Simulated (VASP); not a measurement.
# RbBr (Fm-3m) in VASP: a series of runs

Runs on RbBr. Level: PBE+D3(BJ). Tasks: single point, relaxation of cell and atoms.

Program: VASP 6.6.1. These are calculated values, not measurements. Logs are shortened: lines on timing, memory, paths and dates and some standing lists are left out, and cuts for length are marked.

## 1. The cell of the first run

Symmetry: Fm-3m, No. 225, cubic system. The conventional cell has a = 6.912 Å, b = 6.912 Å, c = 6.912 Å, α = 90.00°, β = 90.00°, γ = 90.00°. Within 4.5 Å of Rb (site symmetry m-3m) lie 6 Br at 3.46 Å. Br (site symmetry m-3m) has 6 Rb at 3.46 Å within 4.5 Å.

## 2. Single point, PBE+D3(BJ)

INCAR

```
SYSTEM = RbBr
PREC = Accurate
ENCUT = 500
EDIFF = 1E-6
ISMEAR = 0
SIGMA = 0.1
LREAL = .False.
LASPH = .True.
NELM = 120
ALGO = Normal
ISIF = 2
LWAVE = .False.
LCHARG = .False.
GGA = PE
IVDW = 12
NBANDS = 15
GGA_COMPAT = .False.
```

KPOINTS

```
regular mesh
0
Gamma
  4 4 4
  0 0 0
```

POSCAR

```
RbBr
1.0
    0.0000000000      3.4559502600      3.4559502600
    3.4559502600      0.0000000000      3.4559502600
    3.4559502600      3.4559502600      0.0000000000
Rb Br
1 1
Direct
    0.0000000000      0.0000000000      0.0000000000
    0.5000000000      0.5000000000      0.5000000000
```

Potentials or basis: VASP PAW PBE potentials, release 64 (Rb_sv, Br).

Launch:

```sh
$ cat potpaw_PBE.64/Rb_sv/POTCAR potpaw_PBE.64/Br/POTCAR > POTCAR
$ mpirun -np 1 vasp_std > vasp.out
```

OUTCAR:

```text
SYSTEM = RbBr
   PREC = Accurate
   ENCUT = 500
   EDIFF = 1E-6
   ISMEAR = 0
   LREAL = .False.
   LASPH = .True.
   NELM = 120
   ISIF = 2
   GGA = PE
   IVDW = 12
 IVDW          = 12

 ion  position               nearest neighbor table
   1  0.000  0.000  0.000-   2 3.46   2 3.46   2 3.46   2 3.46   2 3.46   2 3.46
   2  0.500  0.500  0.500-   1 3.46   1 3.46   1 3.46   1 3.46   1 3.46   1 3.46

  LATTYP: Found a face centered cubic cell.
 ALAT       =     6.9119005200

  Lattice vectors:

 A1 = (   0.0000000000,   3.4559502600,   3.4559502600)
 A2 = (   3.4559502600,   0.0000000000,   3.4559502600)
 A3 = (   3.4559502600,   3.4559502600,   0.0000000000)

Analysis of symmetry for initial positions (statically):
=====================================================================
 Subroutine PRICEL returns:
 Original cell was already a primitive cell.

 Routine SETGRP: Setting up the symmetry group for a
 face centered cubic supercell.

 Subroutine GETGRP returns: Found 48 space group operations
 (whereof 48 operations were pure point group operations)
 out of a pool of 48 trial point group operations.

The static configuration has the point symmetry O_h .

Analysis of symmetry for dynamics (positions and initial velocities):
=====================================================================
 Subroutine PRICEL returns:
 Original cell was already a primitive cell.

 Routine SETGRP: Setting up the symmetry group for a
 face centered cubic supercell.

 Subroutine GETGRP returns: Found 48 space group operations
 (whereof 48 operations were pure point group operations)
 out of a pool of 48 trial point group operations.

The dynamic configuration has the point symmetry O_h .

 Subroutine INISYM returns: Found 48 space group operations
 (whereof 48 operations are pure point group operations),
 and found     1 'primitive' translations

----------------------------------------------------------------------------------------

                                     Primitive cell

  volume of cell :      82.5529

  direct lattice vectors                    reciprocal lattice vectors
     0.000000000  3.455950260  3.455950260    -0.144678008  0.144678008  0.144678008
     3.455950260  0.000000000  3.455950260     0.144678008 -0.144678008  0.144678008
     3.455950260  3.455950260  0.000000000     0.144678008  0.144678008 -0.144678008

  length of vectors
     4.887451729  4.887451729  4.887451729     0.250589661  0.250589661  0.250589661

  position of ions in fractional coordinates (direct lattice)
[... 73 lines left out ...]
   NELECT =      16.0000    total number of electrons
   NUPDOWN=      -1.0000    fix difference up-down
   EMIN   =  10.00;   EMAX   =-10.00  energy-range for DOS
   EFERMI =   0.00;   METHOD = LEGACY
   ISMEAR =     0;   SIGMA  =   0.10  broadening in eV -4-tet -1-fermi 0-gaus
   EFERMI_NEDOS =   21; number of points for ismear=-14 and -15
   IALGO  =     38    algorithm
   IMIX   =      4    mixing-type and parameters
     AMIX     =   0.40;   BMIX     =  1.00
     AMIX_MAG =   1.60;   BMIX_MAG =  1.00
  volume/ion in A,a.u.               =      41.28       278.55
  Fermi-wavevector in a.u.,A,eV,Ry     =   0.947409  1.790343 12.212360  0.897583
  Thomas-Fermi vector in A             =   2.075499
   LORBIT       =      0    0 simple, 1 ext, 2 COOP (PROOUT), +10 PAW based schemes
   GGA     = PE    functional components
   LHFCALC =     F    Hartree Fock is set to
   AEXX    =    0.0000 exact exchange contribution
   IVDW    =    12    specifies the selected vdW correction
   LEPSILON=     F    determine dielectric tensor
   LRPA    =     F    only Hartree local field effects (RPA)
 non-spin polarized calculation
 Gauss-broadening in eV      SIGMA  =   0.10
  energy-cutoff  :      500.00
  volume of cell :       82.55
 maximum number of plane-waves:      2120
   NGX = 17   NGY = 17   NGZ = 17

 number of electron      15.9999997 magnetization

 Free energy of the ion-electron system (eV)
  ---------------------------------------------------
  ext. energy  EPLUGINS =         0.00000000
  ---------------------------------------------------
  free energy    TOTEN  =        -6.10777590 eV

  energy without entropy =       -6.10777590  energy(sigma->0) =       -6.10777590

 E-fermi :  -1.3486     XC(G=0):  -7.1341

 val. band max:       -1.8455709814   @ k =   0.0000   0.0000   0.0000
 cond. band min:       2.4530397936   @ k =   0.0000   0.0000   0.0000
 fundamental gap:      4.2986107750
 Fermi energy:        -1.3485928275

 k-point     1 :       0.0000    0.0000    0.0000
  band No.  band energies     occupation
      1     -26.3140      2.00000
      2     -14.0017      2.00000
      3     -10.3887      2.00000
      4     -10.3887      2.00000
      5     -10.3887      2.00000
      6      -1.8456      2.00000
      7      -1.8456      2.00000
      8      -1.8456      2.00000
      9       2.4530      0.00000
     10       5.4257      0.00000
     11       5.4257      0.00000
     12       5.4257      0.00000
     13       6.2965      0.00000
     14       6.2965      0.00000
[... 113 lines left out ...]
      2     -13.9762      2.00000
      3     -10.5036      2.00000
      4     -10.5036      2.00000
      5     -10.3730      2.00000
      6      -2.3140      2.00000
      7      -2.1877      2.00000
      8      -2.1877      2.00000
      9       5.2100      0.00000
     10       5.2100      0.00000
     11       6.3127      0.00000
     12       6.6665      0.00000
     13       8.9256      0.00000
     14       8.9532      0.00000
     15       9.0286      0.00000

------------------------ aborting loop because EDIFF is reached ----------------------------------------

 Edisp (eV)   -0.38074

 E8    (eV) :    -0.1866

  FORCE on cell =-STRESS in cart. coord.  units (eV):
  Direction    XX          YY          ZZ          XY          YZ          ZX
  --------------------------------------------------------------------------------------
  -------------------------------------------------------------------------------------
  Total      -0.06827    -0.06827    -0.06827    -0.00000    -0.00000     0.00000
  in kB      -1.32501    -1.32501    -1.32501    -0.00000    -0.00000     0.00000
  external pressure =       -1.33 kB  Pullay stress =        0.00 kB

 VOLUME and BASIS-vectors are now :
 -----------------------------------------------------------------------------
  energy-cutoff  :      500.00
  volume of cell :       82.55
      direct lattice vectors                 reciprocal lattice vectors
     0.000000000  3.455950260  3.455950260    -0.144678008  0.144678008  0.144678008
     3.455950260  0.000000000  3.455950260     0.144678008 -0.144678008  0.144678008
     3.455950260  3.455950260  0.000000000     0.144678008  0.144678008 -0.144678008

 POSITION                                       TOTAL-FORCE (eV/Angst)
 -----------------------------------------------------------------------------------
      0.00000      0.00000      0.00000        -0.000000     -0.000000     -0.000000
      3.45595      3.45595      3.45595         0.000000      0.000000      0.000000
 -----------------------------------------------------------------------------------
    total drift:                                0.000000      0.000000      0.000000

  FREE ENERGIE OF THE ION-ELECTRON SYSTEM (eV)
  ---------------------------------------------------
  free  energy   TOTEN  =        -6.4885208192 eV

  energy  without entropy=       -6.4885208192  energy(sigma->0) =       -6.48852082
```

OSZICAR:

```text
N       E                     dE             d eps       ncg     rms          rms(c)
DAV:   1     0.830482128432E+02    0.83048E+02   -0.63476E+03   240   0.877E+02
DAV:   2     0.104607564225E+00   -0.82944E+02   -0.74168E+02   326   0.160E+02
DAV:   3    -0.616509105922E+01   -0.62697E+01   -0.62284E+01   339   0.449E+01
DAV:   4    -0.633168264782E+01   -0.16659E+00   -0.16657E+00   338   0.729E+00
DAV:   5    -0.633278390128E+01   -0.11013E-02   -0.11012E-02   346   0.588E-01    0.279E+00
DAV:   6    -0.611226616061E+01    0.22052E+00   -0.27213E-01   303   0.235E+00    0.184E+00
DAV:   7    -0.609494070680E+01    0.17325E-01   -0.12585E-01   317   0.171E+00    0.939E-01
DAV:   8    -0.610691083224E+01   -0.11970E-01   -0.13854E-02   262   0.690E-01    0.108E-01
DAV:   9    -0.610732721684E+01   -0.41638E-03   -0.63380E-04   324   0.127E-01    0.706E-02
DAV:  10    -0.610777003368E+01   -0.44282E-03   -0.59505E-04   254   0.130E-01    0.293E-02
DAV:  11    -0.610776934086E+01    0.69282E-06   -0.34798E-05   303   0.295E-02    0.579E-03
DAV:  12    -0.610777561264E+01   -0.62718E-05   -0.90499E-06   254   0.184E-02    0.165E-03
DAV:  13    -0.610777590499E+01   -0.29234E-06   -0.41632E-07   253   0.352E-03
   1 F= -.64885208E+01 E0= -.64885208E+01  d E =-.496462E-13
```

stdout:

```text
POSCAR found type information on POSCAR RbBr
 POSCAR found :  2 types and       2 ions
 scaLAPACK will be used
 LDA part: xc-table for (Slater+PW92), standard interpolation
 POSCAR, INCAR and KPOINTS ok, starting setup
 FFT: planning ... GRIDC
 FFT: planning ... GRID_SOFT
 FFT: planning ... GRID
 WAVECAR not read
 entering main loop
```

Run time: 16 s. Hardware: 1 thread of Intel Xeon 8259CL, shared host; peak memory 0.21 GiB.

What came out:

- Free energy: -6.4885 eV
- Pressure: -0.1 GPa
- Band gap on the k mesh: 4.30 eV, direct
- Dispersion energy per atom: -0.190 eV

Levels at points of the mesh, in eV from the valence-band top:
```
           k point  band 6  band 7  band 8  band 9  band 10  band 11
(0.00, 0.00, 0.00)    0.00    0.00    0.00    4.30     7.27     7.27
(0.50, 0.00, 0.00)   -0.95   -0.33   -0.33    6.75     7.63     9.41
(0.50, 0.50, 0.00)   -0.47   -0.16   -0.16    5.63     7.03     9.07
```

## 3. Single point, PBE+D3(BJ)

This run uses another cell than the first one, of 40.80 Å³/atom, 0.989 times its volume.

INCAR

```
  PREC = Accurate
  ENCUT = 500
  EDIFF = 1E-6
  ISMEAR = 0
  SIGMA = 0.02
  LREAL = F
  LASPH = T
  NELM = 120
  ALGO = Normal
  ISIF = 2
  LWAVE = F
  LCHARG = T
  GGA = PE
  IVDW = 12
  LELF = T
  LVHAR = T
  NBANDS = 15
  GGA_COMPAT = F
```

KPOINTS

```
regular mesh
0
Gamma
  6 6 6
```

POSCAR

```
RbBr
1.0
    0.0000000000      3.4427250826      3.4427250826
    3.4427250826      0.0000000000      3.4427250826
    3.4427250826      3.4427250826      0.0000000000
Rb Br
1 1
Direct
    0.0000000000      0.0000000000      0.0000000000
    0.5000000000      0.5000000000      0.5000000000
```

Potentials or basis: VASP PAW PBE potentials, release 64 (Rb_sv, Br).

Launch:

```sh
$ cat potpaw_PBE.64/Rb_sv/POTCAR potpaw_PBE.64/Br/POTCAR > POTCAR
$ mpirun -np 1 vasp_std > vasp.out
```

Run time: 34 s. Hardware: 1 thread of Intel Xeon 8259CL, shared host; peak memory 0.21 GiB.

The run converged. Its results:

```
Free energy                : -6.4890 eV
Pressure                   : 0.0 GPa
Band gap on the k mesh     : 4.33 eV, direct
Dispersion energy per atom : -0.193 eV
```

Levels at points of the mesh, in eV from the valence-band top:
| k point | band 5 | band 6 | band 7 | band 8 | band 9 | band 10 | band 11 | band 12 |
| --- | --- | --- | --- | --- | --- | --- | --- | --- |
| (0.00, 0.00, 0.00) | -8.52 | 0.00 | 0.00 | 0.00 | 4.33 | 7.28 | 7.28 | 7.28 |
| (0.50, 0.00, 0.00) | -8.48 | -0.97 | -0.34 | -0.34 | 6.78 | 7.67 | 9.45 | 9.45 |
| (0.50, 0.50, 0.00) | -8.59 | -0.47 | -0.16 | -0.16 | 5.62 | 7.08 | 9.13 | 9.18 |

Expect the measured gap to be larger: semilocal functionals such as PBE lack the derivative discontinuity.

## 4. Relaxation of cell and atoms, PBE+D3(BJ)

INCAR

```
PREC = Accurate
ENCUT = 500
EDIFF = 1E-7
ISMEAR = 0
SIGMA = 0.02
LREAL = False
LASPH = True
NELM = 120
ALGO = Normal
ISIF = 3
LWAVE = False
LCHARG = False
GGA = PE
IVDW = 12
IBRION = 2
NSW = 100
EDIFFG = -0.01
GGA_COMPAT = False
NELMIN = 4
```

KPOINTS

```
Automatic mesh
0
Gamma
  6 6 6
```

POSCAR

```
RbBr
1.0
    0.0000000000      3.4559502600      3.4559502600
    3.4559502600      0.0000000000      3.4559502600
    3.4559502600      3.4559502600      0.0000000000
Rb Br
1 1
Direct
    0.0000000000      0.0000000000      0.0000000000
    0.5000000000      0.5000000000      0.5000000000
```

Launch:

```sh
$ cat potpaw_PBE.64/Rb_sv/POTCAR potpaw_PBE.64/Br/POTCAR > POTCAR
$ mpirun -np 1 vasp_std > vasp.out
```

Wall time 80 s (1 thread of Intel Xeon 8259CL, shared host); peak memory 0.22 GiB.

The run converged. Its results:

```
Free energy                            : -6.4891 eV
Relaxed volume                         : 40.89 Å³/atom
Relaxed cell                           : a = 4.872 Å, b = 4.872 Å, c = 4.872 Å, α = 60.00°, β = 60.00°, γ = 60.00°
Space group after relaxing (to 0.05 Å) : Fm-3m (No. 225)
Energy gained by relaxing              : 0.2 meV/atom
Ionic steps                            : 3
Pressure after relaxing                : 0.0 GPa
Band gap on the k mesh                 : 4.32 eV, direct
Dispersion energy per atom             : -0.192 eV
```

Step by step:
```
step  energy change (eV)  largest force (eV/Å)  pressure (GPa)  volume (Å³)
   1              0.0000                0.0000           -0.13        82.55
   2             -0.0002                0.0000           -0.07        82.15
   3             -0.0003                0.0000            0.00        81.78
```

Final structure:
```
Rb Br
1.0
     0.00000    3.44508    3.44508
     3.44508    0.00000    3.44508
     3.44508    3.44508    0.00000
Rb Br
1 1
Direct
  0.00000 0.00000 0.00000
  0.50000 0.50000 0.50000
```

Levels at points of the mesh, in eV from the valence-band top:
| k point | band 4 | band 5 | band 6 | band 7 | band 8 | band 9 | band 10 | band 11 | band 12 |
| --- | --- | --- | --- | --- | --- | --- | --- | --- | --- |
| (0.00, 0.00, 0.00) | -8.52 | -8.52 | 0.00 | 0.00 | 0.00 | 4.32 | 7.27 | 7.27 | 7.27 |
| (0.50, 0.00, 0.00) | -8.53 | -8.48 | -0.96 | -0.34 | -0.34 | 6.77 | 7.66 | 9.44 | 9.44 |
| (0.50, 0.50, 0.00) | -8.59 | -8.59 | -0.47 | -0.16 | -0.16 | 5.63 | 7.07 | 9.12 | 9.17 |

As with any semilocal functional, this PBE gap is likely too small.

## 5. Summary

```tsv
task	cell	k mesh	smearing	gap on the mesh (eV)	pressure (GPa)
single point	a = 4.887 Å, angles 60.0°, 2 atoms	4 × 4 × 4	gaussian 0.1 eV	4.30	-0.1
single point	a = 4.869 Å, angles 60.0°, 2 atoms	6 × 6 × 6	gaussian 0.02 eV	4.33	0.0
relaxation of cell and atoms	relaxed from a = 4.887 Å, angles 60.0°, 2 atoms	6 × 6 × 6	gaussian 0.02 eV	4.32	0.0
```

Alike in all rows: level PBE+D3(BJ); potentials or basis VASP PAW PBE potentials, release 64 (Rb_sv, Br); no spin polarisation; cutoff (eV) 500.

Absolute energies hang on the potentials; compare differences alone.
